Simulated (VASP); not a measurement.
A run of VASP 6.6.1 is set up as follows.

Contents of POSCAR:

```
Pd
1.0
    3.9062863890      0.0000000000      0.0000000000
    0.0000000000      3.9062863890      0.0000000000
    0.0000000000      0.0000000000      3.9062863890
Pd
4
Direct
    0.0000000000      0.0000000000      0.0000000000
    0.0000000000      0.5000000000      0.5000000000
    0.5000000000      0.0000000000      0.5000000000
    0.5000000000      0.5000000000      0.0000000000
```

The input INCAR.step1:

```
ALGO     = Normal         # electronic algorithm
EDIFF    = 1E-4           # SCF threshold, eV
ENCUT    = 520            # plane-wave cutoff, eV
GGA      = PE             # functional
ISMEAR   = 1              # smearing method
LASPH    = T              # aspherical terms in the spheres
LCHARG   = F              # write CHGCAR
LREAL    = F              # projectors in reciprocal space
LWAVE    = T              # write WAVECAR
NBANDS   = 28             # bands
NELM     = 60             # most SCF steps
PREC     = Accurate       # precision mode
SIGMA    = 0.1            # smearing width, eV
```

The input INCAR.step2:

```
ALGO     = Normal         # electronic algorithm
EDIFF    = 1E-6           # SCF threshold, eV
ENCUT    = 520            # plane-wave cutoff, eV
ISIF     = 2              # what is computed and relaxed
ISMEAR   = 1              # smearing method
ISTART   = 1            
LASPH    = T              # aspherical terms in the spheres
LCHARG   = F              # write CHGCAR
LMIXTAU  = T            
LREAL    = F              # projectors in reciprocal space
LWAVE    = F              # write WAVECAR
METAGGA  = R2SCAN         # meta-GGA
NBANDS   = 28             # bands
NELM     = 60             # most SCF steps
PREC     = Accurate       # precision mode
SIGMA    = 0.1            # smearing width, eV
```

The input KPOINTS:

```
k-points
0
Gamma
  5 5 5
```

Potentials or basis: VASP PAW PBE potentials, release 64 (Pd).

Command:

```bash
$ cat potpaw_PBE.64/Pd/POTCAR > POTCAR
$ cp INCAR.step1 INCAR
$ mpirun -np 1 vasp_std > vasp.out
$ cp INCAR.step2 INCAR
$ mpirun -np 1 vasp_std > vasp.out
```

Predict the pressure.

0.4 GPa.

Estimate the band gap on the k mesh.

zero (band 20 reaches 9.73 eV, above the bottom of band 21 at 9.29 eV).

Caveat: the PAW data sets were made with another functional, which shifts forces and pressure a little.
